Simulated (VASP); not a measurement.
A run of VASP 6.6.1:

The input POSCAR:

```
BeS
1.0
    0.0000000000      2.3802646320      2.4343062304
    2.3802646320      0.0000000000      2.4343062304
    2.3802646320      2.3802646320      0.0000000000
Be S
1 1
Direct
    0.0000000000      0.0000000000      0.0000000000
    0.2500000000      0.2500000000      0.2500000000
```

The input INCAR.step1:

```
PREC = Accurate
ENCUT = 520
EDIFF = 1E-5
ISMEAR = 0
SIGMA = 0.01
LREAL = False
LASPH = True
NELM = 100
ALGO = Normal
ISIF = 2
LWAVE = True
LCHARG = False
GGA = PE
NBANDS = 11
```

The input INCAR.step2:

```
PREC = Accurate
ENCUT = 520
EDIFF = 1E-6
ISMEAR = 0
SIGMA = 0.01
LREAL = False
LASPH = True
NELM = 100
ALGO = Normal
ISIF = 2
LWAVE = False
LCHARG = False
GGA = PE
LHFCALC = True
HFSCREEN = 0.2079
PRECFOCK = Normal
ISTART = 1
NBANDS = 11
```

File KPOINTS:

```
regular mesh
0
Gamma
  6 6 6
```

Potentials or basis: VASP PAW PBE potentials, release 64 (Be, S).

Launch:

```bash
$ cat potpaw_PBE.64/Be/POTCAR potpaw_PBE.64/S/POTCAR > POTCAR
$ cp INCAR.step1 INCAR
$ mpirun -np 1 vasp_std > vasp.out
$ cp INCAR.step2 INCAR
$ mpirun -np 1 vasp_std > vasp.out
```

Hardware: 1 thread of Intel(R) Xeon(R) Platinum 8375C CPU @ 2.90GHz (Ice Lake) (shared host).

**Question.** How long does it take, and how much memory?

**Answer.** It took 12 min on 1 thread of Intel(R) Xeon(R) Platinum 8375C CPU @ 2.90GHz (Ice Lake) (shared host), peak memory 0.25 GiB. Counts: k points 30.
